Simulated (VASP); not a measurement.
Wanted: the native input for a VASP 6.6.1 run.

```yaml
Task: single point
Functional: PBE
Potentials_or_basis: VASP PAW PBE potentials, release 64 (Be)
Cutoff: 520 eV
k_mesh: 32 × 32 × 32
Occupations: fermi-dirac, width 0.15 eV
Spin: no spin polarisation
Dipole_correction: no
Further_INCAR_settings: ALGO = Normal; EDIFF = 1e-07; NBANDS = 7
```

The structure of Be lies in POSCAR:

```
Be
1.0
    0.0000000000      1.5800492021      1.5800492021
    1.5800492021      0.0000000000      1.5800492021
    1.5800492021      1.5800492021      0.0000000000
Be
1
Direct
    0.0000000000      0.0000000000      0.0000000000
```

This isn't the form of Be at room conditions, which is hcp.

The input as run:

INCAR

```
PREC = Accurate ; ENCUT = 520
EDIFF = 1E-7 ; ISMEAR = -1
SIGMA = 0.15 ; LREAL = F
LASPH = T ; NELM = 100
ALGO = Normal ; ISIF = 2
LWAVE = F ; LCHARG = F
GGA = PE ; NBANDS = 7
```

KPOINTS

```
regular mesh
0
Gamma
  32 32 32
```

Potentials or basis: VASP PAW PBE potentials, release 64 (Be).

The run is started by

```sh
$ cat potpaw_PBE.64/Be/POTCAR > POTCAR
$ mpirun -np 1 vasp_std > vasp.out
```

It gave:

```yaml
Pressure: 0.1 GPa
Band_gap_on_the_k_mesh: zero (bands 1 and 2 overlap by 1.29 eV)
```

Run time: 49 s on 1 thread of Intel(R) Xeon(R) Platinum 8259CL CPU @ 2.50GHz (Skylake/Cascade Lake) (shared host), peak memory 0.15 GiB.
